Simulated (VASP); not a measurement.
Input of a VASP 6.6.1 run:

Contents of POSCAR:

```
BP
1.0
    2.7080526412      0.0000000000      0.0000000000
    0.0000000000      2.7080526412      0.0000000000
    0.0000000000      0.0000000000      2.7080526412
B P
1 1
Direct
    0.0000000000      0.0000000000      0.0000000000
    0.5000000000      0.5000000000      0.5000000000
```

The input INCAR.step1:

```
PREC     = Accurate       # precision mode
ENCUT    = 520            # plane-wave cutoff, eV
EDIFF    = 1E-5           # SCF threshold, eV
ISMEAR   = -1             # smearing method
SIGMA    = 0.02           # smearing width, eV
LREAL    = False          # projectors in reciprocal space
LASPH    = True           # aspherical terms in the spheres
NELM     = 60             # most SCF steps
ALGO     = Normal         # electronic algorithm
ISIF     = 2              # what is computed and relaxed
LWAVE    = True           # write WAVECAR
LCHARG   = False          # write CHGCAR
NBANDS   = 11             # bands
GGA      = PE             # functional
```

Contents of INCAR.step2:

```
PREC     = Accurate       # precision mode
ENCUT    = 520            # plane-wave cutoff, eV
EDIFF    = 1E-6           # SCF threshold, eV
ISMEAR   = -1             # smearing method
SIGMA    = 0.02           # smearing width, eV
LREAL    = False          # projectors in reciprocal space
LASPH    = True           # aspherical terms in the spheres
NELM     = 60             # most SCF steps
ALGO     = Normal         # electronic algorithm
ISIF     = 2              # what is computed and relaxed
LWAVE    = False          # write WAVECAR
LCHARG   = False          # write CHGCAR
GGA      = PE             # functional
LHFCALC  = True           # exact exchange
HFSCREEN = 0.2079         # screening, 1/A
PRECFOCK = Normal       
NBANDS   = 11             # bands
ISTART   = 1
```

The input KPOINTS:

```
Automatic mesh
0
Gamma
  3 3 3
```

Potentials or basis: VASP PAW PBE potentials, release 64 (B, P).

Command:

```bash
$ cat potpaw_PBE.64/B/POTCAR potpaw_PBE.64/P/POTCAR > POTCAR
$ cp INCAR.step1 INCAR
$ mpirun -np 1 vasp_std > vasp.out
$ cp INCAR.step2 INCAR
$ mpirun -np 1 vasp_std > vasp.out
```

(1) What does it give for the pressure?

(2) Predict the band gap on the k mesh.

Results:

(1) 18.4 GPa.

(2) zero (band 4 reaches 11.26 eV, above the bottom of band 5 at 10.46 eV).

Caveat: the k points lie up to 0.77 Å⁻¹ apart; the PAW data sets were made with another functional, which shifts forces and pressure a little.
